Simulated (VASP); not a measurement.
Here is a VASP 6.6.1 calculation.

The input INCAR:

```
SYSTEM = TaN
ALGO     = Normal         ! electronic algorithm
EDIFF    = 1E-6           ! SCF threshold, eV
ENCUT    = 520            ! plane-wave cutoff, eV
GGA      = PE             ! functional
ISIF     = 2              ! what is computed and relaxed
ISMEAR   = 0              ! smearing method
LASPH    = .True.         ! aspherical terms in the spheres
LCHARG   = .False.        ! write CHGCAR
LREAL    = .False.        ! projectors in reciprocal space
LWAVE    = .False.        ! write WAVECAR
NBANDS   = 33             ! bands
NELM     = 60             ! most SCF steps
PREC     = Accurate       ! precision mode
SIGMA    = 0.05           ! smearing width, eV
```

The input KPOINTS:

```
k-points
0
Gamma
  12 12 14
  0 0 0
```

Contents of POSCAR:

```
TaN
1.0
    5.1910000000      0.0000000000      0.0000000000
   -2.5955000000      4.4955378700      0.0000000000
    0.0000000000      0.0000000000      2.9080000000
Ta N
3 3
Direct
    0.0000000000      0.0000000000      0.0000000000
    0.3333333300      0.6666666700      0.5000000000
    0.6666666700      0.3333333300      0.5000000000
    0.5000000000      0.0000000000      0.0000000000
    0.5000000000      0.5000000000      0.0000000000
    0.0000000000      0.5000000000      0.0000000000
```

Potentials or basis: VASP PAW PBE potentials, release 64 (Ta_pv, N).

Run with:

```console
$ cat potpaw_PBE.64/Ta_pv/POTCAR potpaw_PBE.64/N/POTCAR > POTCAR
$ mpirun -np 1 vasp_std > vasp.out
```

Question: What does it give for the pressure?

Answer: 10.5 GPa.

Question: Predict the band gap on the k mesh.

Answer: Zero (band 24 reaches 9.13 eV, above the bottom of band 25 at 6.95 eV).

Stress tensor (GPa, compression positive):
```
10.02  0.00  0.00
 0.00 10.02  0.00
 0.00  0.00 11.45
```

Caveat: spin-orbit coupling is left out, which moves the levels of the heavy elements.
